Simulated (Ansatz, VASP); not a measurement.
Two plane-wave programs on TaN

```
Ta N
1.0
     2.79459    0.00000    0.00000
    -1.39730    2.42019    0.00000
     0.00000    0.00000    5.88422
Ta N
2 2
Direct
  0.33333 0.66667 0.00000
  0.66667 0.33333 0.50000
  0.33333 0.66667 0.38500
  0.66667 0.33333 0.88500
```

Alike in both runs: task single point; functional PBEsol; k mesh 18 × 18 × 12; occupations gaussian, width 0.15 eV; no spin polarisation.

|  | VASP | Ansatz |
| --- | --- | --- |
| version | VASP 6.6.1 | Ansatz 0.2.0 |
| potentials or method | VASP PAW PBE potentials, release 64 (Ta_pv, N), cutoff 520 eV | scalar-relativistic, plane waves, PAW |
| valence electrons in the cell | 32 | 36 |

```csv
,VASP,Ansatz,Ansatz less VASP
gap on the k mesh at the Fermi level (eV),none,none,-
rms of the force components (eV/Å),6.900,6.729,-0.1707
```

VASP's potentials were made for PBE, not for PBEsol. Atom by atom the forces differ by 0.171 eV/Å (rms over components). A gap of «none» marks a metal or a gap that the smearing closes. The functional is the same, so the differences come from potentials, cutoffs and numerics. VASP's potentials hold 32 valence electrons a cell and Ansatz's 36, so a difference there can come from the potentials and not from the codes.

Spin-orbit coupling is off throughout.
